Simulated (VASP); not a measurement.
# Rh (Fm-3m) in VASP: notebook, part 2 of 2

VASP 6.6.1. Earlier steps stand in the parts before.

## Step 3: Single point, PBE+D3(BJ)

INCAR

```
ALGO = Normal
EDIFF = 1E-6
ENCUT = 520
GGA = PE
ISIF = 2
ISMEAR = -4
IVDW = 12
LASPH = True
LCHARG = False
LREAL = False
LWAVE = False
NBANDS = 14
NELM = 60
PREC = Accurate
SIGMA = 0.15
```

KPOINTS

```
k-points
0
Gamma
  20 20 20
```

POSCAR

```
Rh
1.0
    0.0000000000      1.9054476839      1.9054476839
    1.9054476839      0.0000000000      1.9054476839
    1.9054476839      1.9054476839      0.0000000000
Rh
1
Direct
    0.0000000000      0.0000000000      0.0000000000
```

Potentials or basis: VASP PAW PBE potentials, release 64 (Rh_pv).

Launch:

```sh
> cat potpaw_PBE.64/Rh_pv/POTCAR > POTCAR
> mpirun -np 1 vasp_std > vasp.out
```

Run time: 33 s. Hardware: 1 thread of Intel Xeon Platinum 8488C (Sapphire Rapids), shared host; peak memory 0.17 GiB.

It converged, with:

```yaml
Free_energy: -7.8737 eV
Pressure: -3.3 GPa
Band_gap_on_the_k_mesh: zero (an odd number of electrons rules out a gap without spin polarisation)
Dispersion_energy_per_atom: -0.643 eV
```

Levels at points of the mesh, in eV from the Fermi level:
```csv
k point,band 5,band 6,band 7,band 8,band 9,band 10
"(0.00, 0.00, 0.00)",-3.05,-3.05,-3.05,-0.98,-0.98,16.00
"(0.50, 0.00, 0.00)",-3.12,-3.12,0.56,0.56,0.74,8.58
"(0.50, 0.50, 0.00)",-5.89,0.53,0.97,0.97,3.25,12.19
```

Caveat: the cell stands under tension.

## Step 4: Single point, PBE (13.82 Å³/atom)

INCAR

```
SYSTEM = Rh
ALGO = Fast ; EDIFF = 1E-6
ENCUT = 520 ; GGA = PE
ISIF = 2 ; ISMEAR = -1
LASPH = .TRUE. ; LCHARG = .FALSE.
LREAL = .FALSE. ; LWAVE = .FALSE.
NBANDS = 14 ; NELM = 100
PREC = Accurate ; SIGMA = 0.15
```

KPOINTS

```
k-points
0
G
  20 20 20
  0 0 0
```

POSCAR

```
Rh
1.0
    0.0000000000      1.9046767718      1.9046767718
    1.9046767718      0.0000000000      1.9046767718
    1.9046767718      1.9046767718      0.0000000000
Rh
1
Direct
    0.0000000000      0.0000000000      0.0000000000
```

Potentials or basis: VASP PAW PBE potentials, release 64 (Rh_pv).

Launch:

```sh
> cat potpaw_PBE.64/Rh_pv/POTCAR > POTCAR
> mpirun -np 1 vasp_std > vasp.out
```

OUTCAR:

```text
SYSTEM = Rh
   EDIFF = 1E-6
   ENCUT = 520
   GGA = PE
   ISIF = 2
   ISMEAR = -1
   LASPH = .TRUE.
   LREAL = .FALSE.
   NELM = 100
   PREC = Accurate

 ion  position               nearest neighbor table
   1  0.000  0.000  0.000-

  LATTYP: Found a face centered cubic cell.
 ALAT       =     3.8093535436

  Lattice vectors:

 A1 = (   0.0000000000,   1.9046767718,   1.9046767718)
 A2 = (   1.9046767718,   0.0000000000,   1.9046767718)
 A3 = (   1.9046767718,   1.9046767718,   0.0000000000)

Analysis of symmetry for initial positions (statically):
=====================================================================
 Subroutine PRICEL returns:
 Original cell was already a primitive cell.

 Routine SETGRP: Setting up the symmetry group for a
 face centered cubic supercell.

 Subroutine GETGRP returns: Found 48 space group operations
 (whereof 48 operations were pure point group operations)
 out of a pool of 48 trial point group operations.

The static configuration has the point symmetry O_h .

Analysis of symmetry for dynamics (positions and initial velocities):
=====================================================================
 Subroutine PRICEL returns:
 Original cell was already a primitive cell.

[... 162 lines left out ...]
      1     -34.5513      2.00000
      2     -34.5513      2.00000
      3     -34.5513      2.00000
      4       3.8889      2.00000
      5       8.7632      2.00000
      6       8.7632      2.00000
      7       8.7632      2.00000
      8      10.8310      1.99678
      9      10.8310      1.99678
     10      27.8105      0.00000
     11      32.3726      0.00000
     12      33.2398      0.00000
     13      33.2398      0.00000
     14      33.2398      0.00000
[... 377 lines left out ...]
      1     -35.1514      2.00000
      2     -34.6541      2.00000
      3     -34.6302      2.00000
      4       5.9487      2.00000
      5       8.8224      2.00000
      6       8.9061      2.00000
      7      10.2270      1.99994
      8      11.6237      1.51682
      9      12.3719      0.04192
     10      23.1462      0.00000
     11      28.2000      0.00000
     12      32.3723      0.00000
     13      33.4951      0.00000
     14      35.1032      0.00000

 [... further k-points ...]
[... 5 lines left out ...]
  --------------------------------------------------------------------------------------
  -------------------------------------------------------------------------------------
  Total        0.4607689      0.4607689      0.4607689      0.0000000      0.0000000     -0.0000000
  in kB       53.4195090     53.4195090     53.4195090      0.0000000      0.0000000     -0.0000000
  external PRESSURE =      53.4195090 kB  Pullay stress =       0.0000000 kB

 VOLUME and BASIS-vectors are now :
 -----------------------------------------------------------------------------
  energy-cutoff  :      520.00
  volume of cell :       13.82
      direct lattice vectors                 reciprocal lattice vectors
     0.000000000  1.904676772  1.904676772    -0.262511733  0.262511733  0.262511733
     1.904676772  0.000000000  1.904676772     0.262511733 -0.262511733  0.262511733
     1.904676772  1.904676772  0.000000000     0.262511733  0.262511733 -0.262511733

 POSITION                                       TOTAL-FORCE (eV/Angst)
 -----------------------------------------------------------------------------------
      0.00000      0.00000      0.00000         0.000000     -0.000000     -0.000000
 -----------------------------------------------------------------------------------
    total drift:                                0.000000     -0.000000      0.000000

  FREE ENERGIE OF THE ION-ELECTRON SYSTEM (eV)
  ---------------------------------------------------
  free  energy   TOTEN  =        -7.3055193505 eV

  energy  without entropy=       -7.2025529682  energy(sigma->0) =       -7.25403616
```

OSZICAR:

```text
N       E                     dE             d eps       ncg     rms          rms(c)
DAV:   1     0.120336503330E+03    0.12034E+03   -0.88010E+03  7194   0.115E+03
DAV:   2    -0.624144777999E+01   -0.12658E+03   -0.12096E+03  7888   0.341E+02
DAV:   3    -0.779446146535E+01   -0.15530E+01   -0.15505E+01  8644   0.415E+01
DAV:   4    -0.780015571210E+01   -0.56942E-02   -0.56939E-02  8146   0.259E+00
DAV:   5    -0.780020656113E+01   -0.50849E-04   -0.50846E-04  8482   0.216E-01    0.101E+01
RMM:   6    -0.732387356248E+01    0.47633E+00   -0.77672E-01  7660   0.865E+00    0.362E+00
RMM:   7    -0.730877201570E+01    0.15102E-01   -0.29984E-02  7845   0.187E+00    0.168E+00
RMM:   8    -0.730579064561E+01    0.29814E-02   -0.56289E-03  8481   0.841E-01    0.230E-01
RMM:   9    -0.730551276983E+01    0.27788E-03   -0.61952E-04  8770   0.277E-01    0.144E-02
RMM:  10    -0.730552192678E+01   -0.91570E-05   -0.65977E-05  8836   0.104E-01    0.149E-02
RMM:  11    -0.730551923966E+01    0.26871E-05   -0.42951E-06  8127   0.260E-02    0.199E-03
RMM:  12    -0.730551935046E+01   -0.11080E-06   -0.91307E-07  5947   0.122E-02
   1 F= -.73055194E+01 E0= -.72540362E+01  d E =-.102966E+00
```

stdout:

```text
POSCAR found type information on POSCAR Rh
 POSCAR found :  1 types and       1 ions
 scaLAPACK will be used
 LDA part: xc-table for (Slater+PW92), standard interpolation
 POSCAR, INCAR and KPOINTS ok, starting setup
 FFT: planning ... GRIDC
 FFT: planning ... GRID_SOFT
 FFT: planning ... GRID
 WAVECAR not read
 entering main loop
```

Run time: 36 s. Hardware: 1 thread of Intel Xeon Platinum 8488C (Sapphire Rapids), shared host; peak memory 0.16 GiB.

What came out:

```
Free energy            : -7.3055 eV
Pressure               : 5.3 GPa
Band gap on the k mesh : zero (an odd number of electrons rules out a gap without spin polarisation)
```

Levels at points of the mesh, in eV from the Fermi level:
| k point | band 5 | band 6 | band 7 | band 8 | band 9 | band 10 |
| --- | --- | --- | --- | --- | --- | --- |
| (0.00, 0.00, 0.00) | -3.03 | -3.03 | -3.03 | -0.96 | -0.96 | 16.02 |
| (0.50, 0.00, 0.00) | -3.11 | -3.11 | 0.59 | 0.59 | 0.75 | 8.61 |
| (0.50, 0.50, 0.00) | -5.88 | 0.55 | 1.00 | 1.00 | 3.27 | 12.23 |

Caveat: the cell stands under pressure.

## Step 5: Single point, PBE

This run uses another cell than the first one, of 14.10 Å³/atom.

INCAR

```
SYSTEM = Rh
PREC = Accurate ; ENCUT = 520
EDIFF = 1E-7 ; ISMEAR = -1
SIGMA = 0.15 ; LREAL = .FALSE.
LASPH = .TRUE. ; NELM = 100
ALGO = Normal ; ISIF = 2
LWAVE = .FALSE. ; LCHARG = .FALSE.
GGA = PE ; NBANDS = 14
```

KPOINTS

```
Automatic mesh
0
G
  20 20 20
  0 0 0
```

POSCAR

```
Rh
1.0
    0.0000000000      1.9175465998      1.9175465998
    1.9175465998      0.0000000000      1.9175465998
    1.9175465998      1.9175465998      0.0000000000
Rh
1
Direct
    0.0000000000      0.0000000000      0.0000000000
```

Launch:

```sh
> cat potpaw_PBE.64/Rh_pv/POTCAR > POTCAR
> mpirun -np 1 vasp_std > vasp.out
```

It took 35 s on 1 thread of Intel Xeon Platinum 8488C (Sapphire Rapids), shared host; peak memory 0.16 GiB.

It converged, with:

* Free energy: -7.3104 eV
* Pressure: 0.0 GPa
* Band gap on the k mesh: zero (an odd number of electrons rules out a gap without spin polarisation)

Levels at points of the mesh, in eV from the Fermi level:
```
           k point  band 4  band 5  band 6  band 7  band 8  band 9  band 10  band 11
(0.00, 0.00, 0.00)   -7.76   -2.94   -2.94   -2.94   -0.93   -0.93    16.03    20.64
(0.50, 0.00, 0.00)   -5.89   -3.01   -3.01    0.57    0.57    0.78     8.40    15.52
(0.50, 0.50, 0.00)   -6.06   -5.70    0.53    0.97    0.97    3.25    11.97    13.19
```

## Step 6: Summary

| level | cell | smearing | gap on the mesh (eV) | pressure (GPa) |
| --- | --- | --- | --- | --- |
| PBE | a = 2.695 Å, angles 60.0°, 1 atom | fermi-dirac 0.15 eV | none | 5.0 |
| PBE+D3(BJ) | a = 2.695 Å, angles 60.0°, 1 atom | tetrahedron | none | -3.3 |
| PBE | a = 2.694 Å, angles 60.0°, 1 atom | fermi-dirac 0.15 eV | none | 5.3 |
| PBE | a = 2.712 Å, angles 60.0°, 1 atom | fermi-dirac 0.15 eV | none | 0.0 |

Alike in all rows: task single point; potentials or basis VASP PAW PBE potentials, release 64 (Rh_pv); no spin polarisation; k mesh 20 × 20 × 20; cutoff (eV) 520.

The pressure there spans -3.3 GPa (PBE+D3(BJ)) to 5.3 GPa (PBE); a positive pressure means that this level wants a larger cell, a negative one a smaller.

Caveats: the cell stands under pressure (at least some runs); the cell stands under tension (at least some runs).

Absolute energies hang on the potentials; compare differences alone.
